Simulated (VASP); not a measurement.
# Ta (Im-3m) in VASP: notebook

Ta is run at these levels: PBE, PBEsol; tasks: single point.

All numbers are computed with VASP 6.6.1; they aren't measurements. Logs are shortened: lines on timing, memory, paths and dates and some standing lists are left out, and cuts for length are marked.

## Step 1: The cell of the first run

The structure is cubic, space group Im-3m (No. 229). The conventional cell has a = 3.303 Å, b = 3.303 Å, c = 3.303 Å, α = 90.00°, β = 90.00°, γ = 90.00°. Ta (site symmetry m-3m) has 14 Ta at 2.86 to 3.30 Å within 3.8 Å.

## Step 2: Single point, PBE, collinear spin

INCAR reads:

```
PREC = Accurate ; ENCUT = 520
EDIFF = 1E-6 ; ISMEAR = -1
SIGMA = 0.05 ; LREAL = F
LASPH = T ; NELM = 150
ALGO = Normal ; ISIF = 2
LWAVE = F ; LCHARG = F
ISPIN = 2 ; MAGMOM = 0.35
LORBIT = 11 ; NUPDOWN = 0.35
LMAXMIX = 4 ; GGA = PE
NBANDS = 16
```

KPOINTS reads:

```
regular mesh
0
Gamma
  12 12 12
```

POSCAR reads:

```
Ta
1.0
   -1.6512800000      1.6512800000      1.6512800000
    1.6512800000     -1.6512800000      1.6512800000
    1.6512800000      1.6512800000     -1.6512800000
Ta
1
Direct
    0.0000000000      0.0000000000      0.0000000000
```

Potentials or basis: VASP PAW PBE potentials, release 64 (Ta_pv).

Run with:

```console
> cat potpaw_PBE.64/Ta_pv/POTCAR > POTCAR
> mpirun -np 1 vasp_std > vasp.out
```

OUTCAR:

```text
PREC = Accurate
   ENCUT = 520
   EDIFF = 1E-6
   ISMEAR = -1
   LREAL = F
   LASPH = T
   NELM = 150
   ISIF = 2
   ISPIN = 2
   LORBIT = 11
   NUPDOWN = 0.35
   GGA = PE

 ion  position               nearest neighbor table
   1  0.000  0.000  0.000-

  LATTYP: Found a body centered cubic cell.
 ALAT       =     3.3025600000

  Lattice vectors:

 A1 = (  -1.6512800000,   1.6512800000,   1.6512800000)
 A2 = (   1.6512800000,  -1.6512800000,   1.6512800000)
 A3 = (   1.6512800000,   1.6512800000,  -1.6512800000)

Analysis of symmetry for initial positions (statically):
=====================================================================
 Subroutine PRICEL returns:
 Original cell was already a primitive cell.

 Routine SETGRP: Setting up the symmetry group for a
 body centered cubic supercell.

 Subroutine GETGRP returns: Found 48 space group operations
 (whereof 48 operations were pure point group operations)
 out of a pool of 48 trial point group operations.

The static configuration has the point symmetry O_h .

Analysis of symmetry for dynamics (positions and initial velocities):
=====================================================================
 Subroutine PRICEL returns:
 Original cell was already a primitive cell.

 Routine SETGRP: Setting up the symmetry group for a
 body centered cubic supercell.

 Subroutine GETGRP returns: Found 48 space group operations
 (whereof 48 operations were pure point group operations)
 out of a pool of 48 trial point group operations.

The dynamic configuration has the point symmetry O_h .

Analysis of structural, dynamic, and magnetic symmetry:
=====================================================================
 Subroutine PRICEL returns:
 Original cell was already a primitive cell.

 Routine SETGRP: Setting up the symmetry group for a
 body centered cubic supercell.

 Subroutine GETGRP returns: Found 48 space group operations
 (whereof 48 operations were pure point group operations)
 out of a pool of 48 trial point group operations.

The overall configuration has the point symmetry O_h .

 Subroutine INISYM returns: Found 48 space group operations
 (whereof 48 operations are pure point group operations),
 and found     1 'primitive' translations

----------------------------------------------------------------------------------------

                                     Primitive cell

  volume of cell :      18.0104

  direct lattice vectors                    reciprocal lattice vectors
    -1.651280000  1.651280000  1.651280000     0.000000000  0.302795407  0.302795407
     1.651280000 -1.651280000  1.651280000     0.302795407  0.000000000  0.302795407
     1.651280000  1.651280000 -1.651280000     0.302795407  0.302795407  0.000000000

  length of vectors
     2.860100858  2.860100858  2.860100858     0.428217371  0.428217371  0.428217371

  position of ions in fractional coordinates (direct lattice)
     0.000000000  0.000000000  0.000000000

  ion indices of the primitive-cell ions
   primitive index   ion index
                 1           1

----------------------------------------------------------------------------------------

 KPOINTS: regular mesh

Automatic generation of k-mesh.
 Grid dimensions read from file:
 generate k-points for:   12   12   12

 Generating k-lattice:

  Cartesian coordinates                     Fractional coordinates (reciprocal lattice)
     0.000000000  0.025232951  0.025232951     0.083333333  0.000000000  0.000000000
     0.025232951  0.000000000  0.025232951     0.000000000  0.083333333  0.000000000
     0.025232951  0.025232951  0.000000000     0.000000000  0.000000000  0.083333333

  Length of vectors
     0.035684781  0.035684781  0.035684781

  Shift w.r.t. Gamma in fractional coordinates (k-lattice)
     0.000000000  0.000000000  0.000000000

 Subroutine IBZKPT returns following result:
 ===========================================

 Found     72 irreducible k-points:

 Following reciprocal coordinates:
            Coordinates               Weight
  0.000000  0.000000  0.000000      1.000000
  0.083333  0.000000  0.000000     12.000000
  0.166667  0.000000  0.000000     12.000000
  0.250000  0.000000  0.000000     12.000000
  0.333333  0.000000  0.000000     12.000000
  0.416667  0.000000  0.000000     12.000000
[... 16 lines left out ...]
  0.333333  0.083333  0.083333     24.000000
  0.416667  0.083333  0.083333     12.000000
 [... further k-points ...]
   k-points           NKPTS =     72   k-points in BZ     NKDIM =     72   number of bands    NBANDS=     16
   number of dos      NEDOS =    301   number of ions     NIONS =      1
   total plane-waves  NPLWV =  13824
   dimension x,y,z NGX =    24 NGY =   24 NGZ =   24
   dimension x,y,z NGXF=    48 NGYF=   48 NGZF=   48
   ions per type =               1
   NGX,Y,Z   is equivalent  to a cutoff of  13.95, 13.95, 13.95 a.u.
   NGXF,Y,Z  is equivalent  to a cutoff of  27.90, 27.90, 27.90 a.u.
 SYSTEM =  unknown system
   PREC   = accura    normal or accurate (medium, high low for compatibility)
   ISTART =      0    job   : 0-new  1-cont  2-samecut
   ICHARG =      2    charge: 1-file 2-atom 10-const
   ISPIN  =      2    spin polarized calculation?
   LNONCOLLINEAR =      F non collinear calculations
   LSORBIT =      F    spin-orbit coupling
   LASPH  =      T    aspherical Exc in radial PAW
   ENCUT  =  520.0 eV  38.22 Ry    6.18 a.u.   5.32  5.32  5.32*2*pi/ulx,y,z
   NELM   =    150;   NELMIN=  2; NELMDL= -5     # of ELM steps
   EDIFF  = 0.1E-05   stopping-criterion for ELM
   LREAL  =      F    real-space projection
   EDIFFG = 0.1E-04   stopping-criterion for IOM
   NSW    =      0    number of steps for IOM
   IBRION =     -1    ionic relax: 0-MD 1-quasi-New 2-CG
   NFREE  =      0    steps in history (QN), initial steepest desc. (CG)
   ISIF   =      2    stress and relaxation
   ISYM   =      2    0-nonsym 1-usesym 2-fastsym
   POTIM  = 0.5000    time-step for ionic-motion
   TEBEG  =    0.0;   TEEND  =   0.0 temperature during run
   PSTRESS=    0.0 pullay stress
   NELECT =      11.0000    total number of electrons
   NUPDOWN=       0.3500    fix difference up-down
   EMIN   =  10.00;   EMAX   =-10.00  energy-range for DOS
   EFERMI =   0.00;   METHOD = LEGACY
   ISMEAR =    -1;   SIGMA  =   0.05  broadening in eV -4-tet -1-fermi 0-gaus
   EFERMI_NEDOS =   21; number of points for ismear=-14 and -15
   IALGO  =     38    algorithm
   IMIX   =      4    mixing-type and parameters
     AMIX     =   0.40;   BMIX     =  1.00
     AMIX_MAG =   1.60;   BMIX_MAG =  1.00
  volume/ion in A,a.u.               =      18.01       121.54
  Fermi-wavevector in a.u.,A,eV,Ry     =   1.388988  2.624806 26.249534  1.929286
  Thomas-Fermi vector in A             =   2.513061
   LORBIT       =     11    0 simple, 1 ext, 2 COOP (PROOUT), +10 PAW based schemes
   GGA     = PE    functional components
   LHFCALC =     F    Hartree Fock is set to
   AEXX    =    0.0000 exact exchange contribution
   IVDW    =     0    specifies the selected vdW correction
   LEPSILON=     F    determine dielectric tensor
   LRPA    =     F    only Hartree local field effects (RPA)
 spin polarized calculation
  energy-cutoff  :      520.00
  volume of cell :       18.01
 maximum number of plane-waves:       498
 NGX is ok and might be reduce to    24
   NGX = 11   NGY = 11   NGZ = 11

 number of electron      11.0000002 magnetization       0.3500000

 Free energy of the ion-electron system (eV)
  ---------------------------------------------------
  ext. energy  EPLUGINS =         0.00000000
  ---------------------------------------------------
  free energy    TOTEN  =       -11.79015063 eV

  energy without entropy =      -11.77851514  energy(sigma->0) =      -11.78433289

 E-fermi :   5.4079     XC(G=0): -12.6155

 val. band max:        5.6518318618   @ k =  -0.1667   0.1667   0.0833
 cond. band min:       5.4138294032   @ k =  -0.3333   0.5000   0.1667
 fundamental gap:     -0.2380024587
 Fermi energy:         5.6639624712

 spin component 1

 k-point     1 :       0.0000    0.0000    0.0000
  band No.  band energies     occupation
      1     -27.6367      1.00000
      2     -27.6367      1.00000
      3     -27.6367      1.00000
      4      -2.5630      1.00000
      5       6.1026      0.00015
      6       6.1026      0.00015
[... 8 lines left out ...]
     15      31.4791      0.00000
     16      34.1920      0.00000

 k-point     2 :       0.0833    0.0000    0.0000
  band No.  band energies     occupation
      1     -27.7227      1.00000
      2     -27.6631      1.00000
      3     -27.6372      1.00000
      4      -2.2543      1.00000
      5       5.9034      0.00825
      6       6.0374      0.00057
[... 8 lines left out ...]
     15      30.3153      0.00000
     16      33.7848      0.00000
[... 387 lines left out ...]
      5       3.8386      1.00000
      6       5.6055      0.76315
[... 8 lines left out ...]
     15      29.3439      0.00000
     16      32.2037      0.00000

 k-point    24 :       0.4167    0.0833    0.0833
  band No.  band energies     occupation
      1     -28.7394      1.00000
      2     -28.0731      1.00000
      3     -27.7229      1.00000
      4       1.6101      1.00000
      5       3.7431      1.00000
      6       6.2601      0.00001
[... 8 lines left out ...]
     15      29.6275      0.00000
     16      32.2094      0.00000

 [... further k-points ...]

 spin component 2

 k-point     1 :       0.0000    0.0000    0.0000
  band No.  band energies     occupation
      1     -27.5206      1.00000
      2     -27.5206      1.00000
      3     -27.5206      1.00000
      4      -2.2914      1.00000
      5       6.3502      0.00000
      6       6.3502      0.00000
[... 8 lines left out ...]
     15      31.7056      0.00000
     16      34.4132      0.00000

 k-point     2 :       0.0833    0.0000    0.0000
  band No.  band energies     occupation
      1     -27.6055      1.00000
      2     -27.5467      1.00000
      3     -27.5211      1.00000
      4      -1.9835      1.00000
      5       6.1521      0.00000
      6       6.2850      0.00000
[... 8 lines left out ...]
     15      30.5446      0.00000
     16      34.0094      0.00000
[... 387 lines left out ...]
      5       4.0952      1.00000
      6       5.8555      0.00013
[... 8 lines left out ...]
     15      29.6304      0.00000
     16      32.4733      0.00000

 k-point    24 :       0.4167    0.0833    0.0833
  band No.  band energies     occupation
      1     -28.6105      1.00000
      2     -27.9517      1.00000
      3     -27.6060      1.00000
      4       1.8621      1.00000
      5       4.0005      1.00000
      6       6.5154      0.00000
[... 8 lines left out ...]
     15      29.8812      0.00000
     16      32.4742      0.00000

 [... further k-points ...]

------------------------ aborting loop because EDIFF is reached ----------------------------------------

  FORCE on cell =-STRESS in cart. coord.  units (eV):
  Direction    XX          YY          ZZ          XY          YZ          ZX
  --------------------------------------------------------------------------------------
  -------------------------------------------------------------------------------------
  Total        0.4091437      0.4091437      0.4091437     -0.0000000     -0.0000000     -0.0000000
  in kB       36.3968917     36.3968917     36.3968917     -0.0000000     -0.0000000     -0.0000000
  external PRESSURE =      36.3968917 kB  Pullay stress =       0.0000000 kB

 VOLUME and BASIS-vectors are now :
 -----------------------------------------------------------------------------
  energy-cutoff  :      520.00
  volume of cell :       18.01
      direct lattice vectors                 reciprocal lattice vectors
    -1.651280000  1.651280000  1.651280000     0.000000000  0.302795407  0.302795407
     1.651280000 -1.651280000  1.651280000     0.302795407  0.000000000  0.302795407
     1.651280000  1.651280000 -1.651280000     0.302795407  0.302795407  0.000000000

 POSITION                                       TOTAL-FORCE (eV/Angst)
 -----------------------------------------------------------------------------------
      0.00000      0.00000      0.00000         0.000000      0.000000      0.000000
 -----------------------------------------------------------------------------------
    total drift:                                0.000000      0.000000      0.000000

  FREE ENERGIE OF THE ION-ELECTRON SYSTEM (eV)
  ---------------------------------------------------
  free  energy   TOTEN  =       -11.7901506341 eV

  energy  without entropy=      -11.7785151447  energy(sigma->0) =      -11.78433289

 total charge

# of ion       s       p       d       tot
------------------------------------------
    1        0.371   6.171   2.393   8.935

 magnetization (x)

# of ion       s       p       d       tot
------------------------------------------
    1        0.004   0.033   0.184   0.221
```

Run time: 15 s. Hardware: 1 thread of Intel Xeon 6975P-C (Granite Rapids), shared host; peak memory 0.17 GiB.

What came out:

```yaml
Free_energy: -11.7902 eV
Pressure: 3.6 GPa
Net_moment: 0.35 μB per cell
Site_moments: Ta +0.22 μB
Valence_electrons_inside_the_program's_atomic_spheres: Ta 8.94
```

Caveat: the cell stands under pressure; spin-orbit coupling is left out, which moves the levels of the heavy elements; the total moment is fixed, so each spin has its own Fermi level.

## Step 3: Single point, PBEsol, collinear spin

INCAR reads:

```
SYSTEM = Ta
PREC     = Accurate       ! precision mode
ENCUT    = 520            ! plane-wave cutoff, eV
EDIFF    = 1E-7           ! SCF threshold, eV
ISMEAR   = 1              ! smearing method
SIGMA    = 0.1            ! smearing width, eV
LREAL    = .False.        ! projectors in reciprocal space
LASPH    = .True.         ! aspherical terms in the spheres
NELM     = 150            ! most SCF steps
ALGO     = Normal         ! electronic algorithm
ISIF     = 2              ! what is computed and relaxed
LWAVE    = .False.        ! write WAVECAR
LCHARG   = .False.        ! write CHGCAR
ISPIN    = 2              ! spin polarisation
MAGMOM   = 0.05           ! initial moments
LORBIT   = 11             ! projections on sites
LMAXMIX  = 4              ! l up to which the mixer works
GGA      = PS             ! functional
NBANDS   = 16             ! bands
```

KPOINTS reads:

```
Automatic mesh
0
Gamma
  12 12 12
  0 0 0
```

POSCAR is that of step 2.

Potentials or basis: VASP PAW PBE potentials, release 64 (Ta_pv).

Run with:

```console
> cat potpaw_PBE.64/Ta_pv/POTCAR > POTCAR
> mpirun -np 1 vasp_std > vasp.out
```

Wall time 16 s (1 thread of Intel Xeon 6975P-C (Granite Rapids), shared host); peak memory 0.16 GiB.

The run converged. Its results:

```
Free energy                                           : -12.5402 eV
Pressure                                              : -4.9 GPa
Net moment                                            : 0.00 μB per cell
Valence electrons inside the program's atomic spheres : Ta 8.94
```

Levels at points of the mesh, in eV from the Fermi level:
Spin up:
```csv
k point,band 1,band 2,band 3,band 4,band 5,band 6,band 7,band 8,band 9,band 10
"(0.00, 0.00, 0.00)",-32.98,-32.98,-32.98,-7.91,0.76,0.76,0.76,4.02,4.02,14.71
"(0.50, 0.00, 0.00)",-34.16,-33.36,-32.99,-4.36,-1.52,1.63,3.90,4.93,7.85,11.74
"(0.50, 0.50, 0.50)",-33.80,-33.80,-33.80,-3.79,-3.79,6.88,6.88,6.88,8.69,8.69
```
Spin down:
```tsv
k point	band 3	band 4	band 5	band 6	band 7	band 8
(0.00, 0.00, 0.00)	-32.98	-7.91	0.76	0.76	0.76	4.02
(0.50, 0.00, 0.00)	-32.99	-4.36	-1.52	1.63	3.90	4.93
(0.50, 0.50, 0.50)	-33.80	-3.79	-3.79	6.88	6.88	6.88
```

Caveat: the cell stands under tension; the PAW data sets were made with another functional, which shifts forces and pressure a little; spin-orbit coupling is left out, which moves the levels of the heavy elements.
